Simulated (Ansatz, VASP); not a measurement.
**One calculation of V, two programs**

```
V
1.0
    -1.48347    1.48347    1.48347
     1.48347   -1.48347    1.48347
     1.48347    1.48347   -1.48347
V
1
Direct
  0.00000 0.00000 0.00000
```

Alike in both runs: task single point; functional PBE; k mesh 20 × 20 × 20; occupations gaussian, width 0.1 eV; no spin polarisation.

```csv
,VASP,Ansatz
version,VASP 6.6.1,Ansatz 0.2.0
potentials or method,"VASP PAW PBE potentials, release 64 (V_sv), cutoff 520 eV","scalar-relativistic, plane waves, PAW"
valence electrons in the cell,13,13
```

|  | VASP | Ansatz | Ansatz less VASP |
| --- | --- | --- | --- |
| gap on the k mesh at the Fermi level (eV) | none | none | - |
| pressure (GPa) | 6.1 | 5.9 | -0.26 |

A gap of «none» marks a metal or a gap that the smearing closes. The functional is the same, so the differences come from potentials, cutoffs and numerics.
